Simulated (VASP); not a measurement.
Set up this calculation in VASP 6.6.1, as the native input.

- Task: single point
- Functional: PBE
- Potentials or basis: VASP PAW PBE potentials, release 64 (Ir, O)
- Cutoff: 600 eV
- k mesh: 5 × 5 × 7
- Occupations: fermi-dirac, width 0.1 eV
- Spin: no spin polarisation
- Dipole correction: no
- Further INCAR settings: ALGO = Normal; EDIFF = 1e-06; NBANDS = 30

The structure of IrO2 lies in POSCAR:

```
IrO2
1.0
    4.5643844302      0.0000000000      0.0000000000
    0.0000000000      4.5643844302      0.0000000000
    0.0000000000      0.0000000000      3.2001652929
Ir O
2 4
Direct
    0.0000000000      0.0000000000      0.0000000000
    0.5000000000      0.5000000000      0.5000000000
    0.3077000000      0.3077000000      0.0000000000
    0.1923000000      0.8077000000      0.5000000000
    0.6923000000      0.6923000000      0.0000000000
    0.8077000000      0.1923000000      0.5000000000
```

The input as run:

INCAR

```
  ALGO = Normal
  EDIFF = 1E-6
  ENCUT = 600
  GGA = PE
  GGA_COMPAT = F
  ISIF = 2
  ISMEAR = -1
  LASPH = T
  LCHARG = F
  LREAL = F
  LWAVE = F
  NBANDS = 30
  NELM = 120
  PREC = Accurate
  SIGMA = 0.1
```

KPOINTS

```
k-points
0
Gamma
  5 5 7
```

Potentials or basis: VASP PAW PBE potentials, release 64 (Ir, O).

Command:

```console
$ cat potpaw_PBE.64/Ir/POTCAR potpaw_PBE.64/O/POTCAR > POTCAR
$ mpirun -np 1 vasp_std > vasp.out
```

It gave:

| Item | Value |
| --- | --- |
| Pressure | -3.7 GPa |
| Largest force | 0.140 eV/Å |
| Band gap on the k mesh | zero (bands 21 and 22 overlap by 0.65 eV) |

Caveat: the cell stands under tension; spin-orbit coupling is left out, which moves the levels of the heavy elements.

Wall time 74 s on 1 thread of Intel Xeon 8259CL (shared host), peak memory 0.21 GiB.
